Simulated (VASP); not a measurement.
# ZnS (Imm2) in VASP: a series of runs

The runs below take ZnS through single point, with PBE.

All numbers are computed with VASP 6.6.1; they aren't measurements. Logs are shortened: lines on timing, memory, paths and dates and some standing lists are left out, and cuts for length are marked.

## (1) The cell of the first run

Symmetry: Imm2, No. 44, orthorhombic system. Conventional cell: a = 3.772 Å, b = 3.926 Å, c = 5.443 Å, α = 90.00°, β = 90.00°, γ = 90.00°. Zn (site symmetry mm2) has 4 S at 2.33 to 2.39 Å within 3.1 Å. Within 3.1 Å of S (site symmetry mm2) lie 4 Zn at 2.33 to 2.39 Å.

## (2) Single point, PBE (strain -0.0400 x Voigt [0, 0, 0, 0, 1, 0])

The input, INCAR:

```
PREC = Accurate ; ENCUT = 520
EDIFF = 1E-6 ; ISMEAR = 0
SIGMA = 0.05 ; LREAL = F
LASPH = T ; NELM = 100
ALGO = Normal ; ISIF = 2
LWAVE = F ; LCHARG = F
GGA = PE ; NBANDS = 16
```

The input, KPOINTS:

```
Automatic mesh
0
Gamma
  8 8 8
```

The input, POSCAR:

```
ZnS
1.0
   -0.0544312797      2.7215639840      2.7215639840
    2.6671327043      0.0000000000      2.6671327043
    2.7215639840      2.7215639840     -0.0544312797
Zn S
1 1
Direct
    0.0000000000      0.0000000000      0.0000000000
    0.7500000000      0.7500000000      0.7500000000
```

Potentials or basis: VASP PAW PBE potentials, release 64 (Zn, S).

Run with:

```console
> cat potpaw_PBE.64/Zn/POTCAR potpaw_PBE.64/S/POTCAR > POTCAR
> mpirun -np 1 vasp_std > vasp.out
```

OUTCAR:

```text
PREC = Accurate
   ENCUT = 520
   EDIFF = 1E-6
   ISMEAR = 0
   LREAL = F
   LASPH = T
   NELM = 100
   ISIF = 2
   GGA = PE

 ion  position               nearest neighbor table
   1  0.000  0.000  0.000-   2 2.33   2 2.33   2 2.39   2 2.39
   2  0.750  0.750  0.750-   1 2.33   1 2.33   1 2.39   1 2.39

  LATTYP: Found a body centered orthorhombic cell.
 ALAT       =     3.7718952431
 B/A-ratio  =     1.0408163265
 C/A-ratio  =     1.4430750637

  Lattice vectors:

 A1 = (   2.7215639840,  -2.7215639840,  -0.0544312797)
 A2 = (  -2.7215639840,  -2.7215639840,   0.0544312797)
 A3 = (   0.0544312797,   2.7215639840,  -2.7215639840)

Analysis of symmetry for initial positions (statically):
=====================================================================
 Subroutine PRICEL returns:
 Original cell was already a primitive cell.

 Routine SETGRP: Setting up the symmetry group for a
 body centered orthorhombic supercell.

 Subroutine GETGRP returns: Found  4 space group operations
 (whereof  4 operations were pure point group operations)
 out of a pool of  8 trial point group operations.

The static configuration has the point symmetry C_2v.

Analysis of symmetry for dynamics (positions and initial velocities):
=====================================================================
 Subroutine PRICEL returns:
 Original cell was already a primitive cell.

 Routine SETGRP: Setting up the symmetry group for a
 body centered orthorhombic supercell.

 Subroutine GETGRP returns: Found  4 space group operations
 (whereof  4 operations were pure point group operations)
 out of a pool of  8 trial point group operations.

The dynamic configuration has the point symmetry C_2v.

 Subroutine INISYM returns: Found  4 space group operations
 (whereof  4 operations are pure point group operations),
 and found     1 'primitive' translations

----------------------------------------------------------------------------------------

                                     Primitive cell

  volume of cell :      40.3006

  direct lattice vectors                    reciprocal lattice vectors
    -0.054431280  2.721563984  2.721563984    -0.180115581  0.183717893  0.180115581
     2.667132704  0.000000000  2.667132704     0.187467237 -0.183717893  0.187467237
     2.721563984  2.721563984 -0.054431280     0.180115581  0.183717893 -0.180115581

  length of vectors
     3.849257565  3.771895243  3.849257565     0.314062906  0.322552623  0.314062906

  position of ions in fractional coordinates (direct lattice)
     0.000000000  0.000000000  0.000000000
     0.750000000  0.750000000  0.750000000

  ion indices of the primitive-cell ions
   primitive index   ion index
                 1           1
                 2           2

----------------------------------------------------------------------------------------

 KPOINTS: Automatic mesh

Automatic generation of k-mesh.
 Grid dimensions read from file:
 generate k-points for:    8    8    8

 Generating k-lattice:

  Cartesian coordinates                     Fractional coordinates (reciprocal lattice)
    -0.022514448  0.022964737  0.022514448     0.125000000  0.000000000  0.000000000
     0.023433405 -0.022964737  0.023433405     0.000000000  0.125000000 -0.000000000
     0.022514448  0.022964737 -0.022514448     0.000000000  0.000000000  0.125000000

  Length of vectors
     0.039257863  0.040319078  0.039257863

  Shift w.r.t. Gamma in fractional coordinates (k-lattice)
     0.000000000  0.000000000  0.000000000

 Subroutine IBZKPT returns following result:
 ===========================================

 Found     95 irreducible k-points:

 Following reciprocal coordinates:
            Coordinates               Weight
  0.000000  0.000000  0.000000      1.000000
  0.125000  0.000000 -0.000000      4.000000
  0.250000  0.000000 -0.000000      4.000000
  0.375000  0.000000 -0.000000      4.000000
  0.500000  0.000000 -0.000000      2.000000
  0.000000  0.125000  0.000000      4.000000
[... 16 lines left out ...]
  0.125000  0.375000 -0.000000      8.000000
  0.250000  0.375000  0.000000      8.000000
 [... further k-points ...]
   k-points           NKPTS =     95   k-points in BZ     NKDIM =     95   number of bands    NBANDS=     16
   number of dos      NEDOS =    301   number of ions     NIONS =      2
   total plane-waves  NPLWV =  25200
   dimension x,y,z NGX =    30 NGY =   28 NGZ =   30
   dimension x,y,z NGXF=    60 NGYF=   56 NGZF=   60
   ions per type =               1   1
   NGX,Y,Z   is equivalent  to a cutoff of  12.96, 12.34, 12.96 a.u.
   NGXF,Y,Z  is equivalent  to a cutoff of  25.91, 24.68, 25.91 a.u.
 SYSTEM =  unknown system
   PREC   = accura    normal or accurate (medium, high low for compatibility)
   ISTART =      0    job   : 0-new  1-cont  2-samecut
   ICHARG =      2    charge: 1-file 2-atom 10-const
   ISPIN  =      1    spin polarized calculation?
   LNONCOLLINEAR =      F non collinear calculations
   LSORBIT =      F    spin-orbit coupling
   LASPH  =      T    aspherical Exc in radial PAW
   ENCUT  =  520.0 eV  38.22 Ry    6.18 a.u.   7.16  7.01  7.16*2*pi/ulx,y,z
   NELM   =    100;   NELMIN=  2; NELMDL= -5     # of ELM steps
   EDIFF  = 0.1E-05   stopping-criterion for ELM
   LREAL  =      F    real-space projection
   EDIFFG = 0.1E-04   stopping-criterion for IOM
   NSW    =      0    number of steps for IOM
   IBRION =     -1    ionic relax: 0-MD 1-quasi-New 2-CG
   NFREE  =      0    steps in history (QN), initial steepest desc. (CG)
   ISIF   =      2    stress and relaxation
   ISYM   =      2    0-nonsym 1-usesym 2-fastsym
   POTIM  = 0.5000    time-step for ionic-motion
   TEBEG  =    0.0;   TEEND  =   0.0 temperature during run
   PSTRESS=    0.0 pullay stress
   NELECT =      18.0000    total number of electrons
   NUPDOWN=      -1.0000    fix difference up-down
   EMIN   =  10.00;   EMAX   =-10.00  energy-range for DOS
   EFERMI =   0.00;   METHOD = LEGACY
   ISMEAR =     0;   SIGMA  =   0.05  broadening in eV -4-tet -1-fermi 0-gaus
   EFERMI_NEDOS =   21; number of points for ismear=-14 and -15
   IALGO  =     38    algorithm
   IMIX   =      4    mixing-type and parameters
     AMIX     =   0.40;   BMIX     =  1.00
     AMIX_MAG =   1.60;   BMIX_MAG =  1.00
  volume/ion in A,a.u.               =      20.15       135.98
  Fermi-wavevector in a.u.,A,eV,Ry     =   1.251397  2.364797 21.306641  1.565994
  Thomas-Fermi vector in A             =   2.385346
   LORBIT       =      0    0 simple, 1 ext, 2 COOP (PROOUT), +10 PAW based schemes
   GGA     = PE    functional components
   LHFCALC =     F    Hartree Fock is set to
   AEXX    =    0.0000 exact exchange contribution
   IVDW    =     0    specifies the selected vdW correction
   LEPSILON=     F    determine dielectric tensor
   LRPA    =     F    only Hartree local field effects (RPA)
 non-spin polarized calculation
 Gauss-broadening in eV      SIGMA  =   0.05
  energy-cutoff  :      520.00
  volume of cell :       40.30
 maximum number of plane-waves:      1097
 NGX is ok and might be reduce to    30
   NGX = 15   NGY = 13   NGZ = 15

 number of electron      18.0000004 magnetization

 Free energy of the ion-electron system (eV)
  ---------------------------------------------------
  ext. energy  EPLUGINS =         0.00000000
  ---------------------------------------------------
  free energy    TOTEN  =        -6.83935207 eV

  energy without entropy =       -6.83935207  energy(sigma->0) =       -6.83935207

 E-fermi :   2.2199     XC(G=0):  -9.5303

 val. band max:        1.9845790376   @ k =   0.0000   0.0000   0.0000
 cond. band min:       3.9194979893   @ k =   0.0000   0.0000   0.0000
 fundamental gap:      1.9349189517
 Fermi energy:         2.2199074927

 k-point     1 :       0.0000    0.0000    0.0000
  band No.  band energies     occupation
      1     -11.0861      2.00000
      2      -4.3637      2.00000
      3      -4.3501      2.00000
      4      -4.3347      2.00000
      5      -3.8760      2.00000
      6      -3.8749      2.00000
[... 8 lines left out ...]
     15      13.6662      0.00000
     16      13.6708      0.00000

 k-point     2 :       0.1250    0.0000   -0.0000
  band No.  band energies     occupation
      1     -10.9787      2.00000
      2      -4.3451      2.00000
      3      -4.3411      2.00000
      4      -4.3210      2.00000
      5      -3.8774      2.00000
      6      -3.8753      2.00000
[... 8 lines left out ...]
     15      13.1826      0.00000
     16      14.4803      0.00000

 k-point     3 :       0.2500    0.0000   -0.0000
  band No.  band energies     occupation
      1     -10.6992      2.00000
      2      -4.3038      2.00000
      3      -4.2982      2.00000
      4      -4.2712      2.00000
      5      -3.8748      2.00000
      6      -3.8705      2.00000
[... 8 lines left out ...]
     15      13.0717      0.00000
     16      14.1688      0.00000

 k-point     4 :       0.3750    0.0000   -0.0000
  band No.  band energies     occupation
      1     -10.3840      2.00000
      2      -4.2696      2.00000
      3      -4.2579      2.00000
      4      -4.0687      2.00000
      5      -3.8608      2.00000
      6      -3.8553      2.00000
[... 8 lines left out ...]
     15      13.8893      0.00000
     16      14.1551      0.00000

 k-point     5 :       0.5000    0.0000   -0.0000
  band No.  band energies     occupation
      1     -10.2401      2.00000
      2      -4.2581      2.00000
      3      -4.2471      2.00000
      4      -3.8543      2.00000
      5      -3.8453      2.00000
      6      -3.6984      2.00000
[... 8 lines left out ...]
     15      14.9525      0.00000
     16      15.4038      0.00000

 k-point     6 :       0.0000    0.1250    0.0000
  band No.  band energies     occupation
      1     -10.9685      2.00000
      2      -4.3608      2.00000
      3      -4.3295      2.00000
      4      -4.3132      2.00000
      5      -3.8778      2.00000
      6      -3.8777      2.00000
[... 8 lines left out ...]
     15      13.0574      0.00000
     16      14.4680      0.00000

 k-point     7 :       0.1250    0.1250    0.0000
  band No.  band energies     occupation
      1     -10.9359      2.00000
      2      -4.3712      2.00000
      3      -4.3121      2.00000
      4      -4.3068      2.00000
      5      -3.8907      2.00000
      6      -3.8655      2.00000
[... 8 lines left out ...]
     15      13.8510      0.00000
     16      14.9456      0.00000

 k-point     8 :       0.2500    0.1250    0.0000
  band No.  band energies     occupation
      1     -10.7153      2.00000
      2      -4.3545      2.00000
      3      -4.2706      2.00000
      4      -4.2627      2.00000
      5      -3.8956      2.00000
      6      -3.8557      2.00000
[... 8 lines left out ...]
     15      13.8740      0.00000
     16      15.6769      0.00000

 k-point     9 :       0.3750    0.1250    0.0000
  band No.  band energies     occupation
      1     -10.4077      2.00000
      2      -4.2904      2.00000
      3      -4.2312      2.00000
      4      -4.1508      2.00000
      5      -3.8711      2.00000
      6      -3.8456      2.00000
[... 8 lines left out ...]
     15      14.5384      0.00000
     16      15.1054      0.00000
[... 172 lines left out ...]
 k-point    19 :      -0.3750    0.2500    0.0000
  band No.  band energies     occupation
      1     -10.0493      2.00000
      2      -4.2429      2.00000
      3      -4.1519      2.00000
      4      -3.9293      2.00000
      5      -3.8662      2.00000
      6      -3.6527      2.00000
[... 8 lines left out ...]
     15      13.5498      0.00000
     16      17.2968      0.00000

 k-point    20 :      -0.2500    0.2500    0.0000
  band No.  band energies     occupation
      1     -10.2216      2.00000
      2      -4.2362      2.00000
      3      -4.1954      2.00000
      4      -4.0669      2.00000
      5      -3.8892      2.00000
      6      -3.8151      2.00000
[... 8 lines left out ...]
     15      15.0586      0.00000
     16      16.4124      0.00000

 k-point    21 :      -0.1250    0.2500    0.0000
  band No.  band energies     occupation
      1     -10.4758      2.00000
      2      -4.2636      2.00000
      3      -4.2467      2.00000
      4      -4.2289      2.00000
      5      -3.8900      2.00000
      6      -3.8478      2.00000
[... 8 lines left out ...]
     15      14.0955      0.00000
     16      15.0689      0.00000

 k-point    22 :       0.0000    0.3750    0.0000
  band No.  band energies     occupation
      1     -10.3133      2.00000
      2      -4.2461      2.00000
      3      -4.2316      2.00000
      4      -4.0866      2.00000
      5      -3.8605      2.00000
      6      -3.8550      2.00000
[... 8 lines left out ...]
     15      13.7522      0.00000
     16      14.1396      0.00000

 k-point    23 :       0.1250    0.3750   -0.0000
  band No.  band energies     occupation
      1     -10.3484      2.00000
      2      -4.2716      2.00000
      3      -4.2145      2.00000
      4      -4.1622      2.00000
      5      -3.8754      2.00000
      6      -3.8427      2.00000
[... 8 lines left out ...]
     15      14.5679      0.00000
     16      14.8035      0.00000

 k-point    24 :       0.2500    0.3750    0.0000
  band No.  band energies     occupation
      1     -10.2632      2.00000
      2      -4.3443      2.00000
      3      -4.1497      2.00000
      4      -4.1392      2.00000
      5      -3.8779      2.00000
      6      -3.8279      2.00000
[... 8 lines left out ...]
     15      15.0297      0.00000
     16      17.1013      0.00000

 [... further k-points ...]
[... 5 lines left out ...]
  --------------------------------------------------------------------------------------
  -------------------------------------------------------------------------------------
  Total        0.0875102      0.0721436      0.0875102      0.0000000      0.0000000      0.6485796
  in kB        3.4790217      2.8681153      3.4790217      0.0000000      0.0000000     25.7846926
  external PRESSURE =       3.2753862 kB  Pullay stress =       0.0000000 kB

 VOLUME and BASIS-vectors are now :
 -----------------------------------------------------------------------------
  energy-cutoff  :      520.00
  volume of cell :       40.30
      direct lattice vectors                 reciprocal lattice vectors
    -0.054431280  2.721563984  2.721563984    -0.180115581  0.183717893  0.180115581
     2.667132704  0.000000000  2.667132704     0.187467237 -0.183717893  0.187467237
     2.721563984  2.721563984 -0.054431280     0.180115581  0.183717893 -0.180115581

 POSITION                                       TOTAL-FORCE (eV/Angst)
 -----------------------------------------------------------------------------------
      0.00000      0.00000      0.00000        -0.000000      0.201088     -0.000000
      4.00070      4.08235      4.00070         0.000000     -0.201088      0.000000
 -----------------------------------------------------------------------------------
    total drift:                               -0.000006      0.000247     -0.000006

  FREE ENERGIE OF THE ION-ELECTRON SYSTEM (eV)
  ---------------------------------------------------
  free  energy   TOTEN  =        -6.8393520667 eV

  energy  without entropy=       -6.8393520667  energy(sigma->0) =       -6.83935207
```

Run time: 76 s. Hardware: 1 thread of Intel Xeon 8259CL, shared host; peak memory 0.2 GiB.

What came out:

```
Free energy            : -6.8394 eV
Pressure               : 0.3 GPa
Largest force          : 0.201 eV/Å
Band gap on the k mesh : 1.93 eV
```

Forces in eV/Å, atoms in the order of the input:
```
Zn   0.000  0.201  0.000
S    0.000 -0.201  0.000
```

Caveat: the cell differs from its parent crystal (strain -0.0400 x Voigt [0, 0, 0, 0, 1, 0]).

(Continued in part 2 of 2.)
